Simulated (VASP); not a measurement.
Set up this calculation in VASP 6.6.1, as the native input.

- Task: single point
- Functional: PBEsol
- Potentials or basis: VASP PAW PBE potentials, release 64 (Sn_d, O)
- Cutoff: 520 eV
- k mesh: 6 × 6 × 8
- Occupations: gaussian, width 0.02 eV
- Spin: no spin polarisation
- Dipole correction: no
- Further INCAR settings: ALGO = Normal; EDIFF = 1e-06; NBANDS = 35

The structure of SnO2 lies in POSCAR:

```
SnO2
1.0
    4.9594039495      0.0000000000      0.0000000000
    0.0000000000      4.9608684377      0.0000000000
    0.0000000000      0.0000000000      3.1349624049
Sn O
2 4
Direct
    0.5000000000      0.5000000000      0.5000000000
    0.0000000000      0.0000000000      0.0000000000
    0.3074638526      0.3075430387      0.0000000000
    0.8074638526      0.1924569613      0.5000000000
    0.1925361474      0.8075430387      0.5000000000
    0.6925361474      0.6924569613      0.0000000000
```

The input as run:

INCAR

```
PREC     = Accurate       # precision mode
ENCUT    = 520            # plane-wave cutoff, eV
EDIFF    = 1E-6           # SCF threshold, eV
ISMEAR   = 0              # smearing method
SIGMA    = 0.02           # smearing width, eV
LREAL    = False          # projectors in reciprocal space
LASPH    = True           # aspherical terms in the spheres
NELM     = 60             # most SCF steps
ALGO     = Normal         # electronic algorithm
ISIF     = 2              # what is computed and relaxed
LWAVE    = False          # write WAVECAR
LCHARG   = False          # write CHGCAR
GGA      = PS             # functional
NBANDS   = 35             # bands
```

KPOINTS

```
Automatic mesh
0
Gamma
  6 6 8
```

Potentials or basis: VASP PAW PBE potentials, release 64 (Sn_d, O).

The run is started by

```console
$ cat potpaw_PBE.64/Sn_d/POTCAR potpaw_PBE.64/O/POTCAR > POTCAR
$ mpirun -np 1 vasp_std > vasp.out
```

Results of the run:

```json
{
  "Pressure": "-6.0 GPa",
  "Largest force": "0.034 eV/Å",
  "Band gap on the k mesh": "0.63 eV"
}
```

Caveat: the stress differs along the axes, from -9 to 1 GPa; semilocal functionals underestimate gaps, and a narrow one can read as zero; the PAW data sets were made with another functional, which shifts forces and pressure a little; spin-orbit coupling is left out, which moves the levels of the heavy elements.

It took 2 min on 1 thread of AMD EPYC 9R45 96-Core Processor (Zen 5) (shared host), peak memory 0.27 GiB.
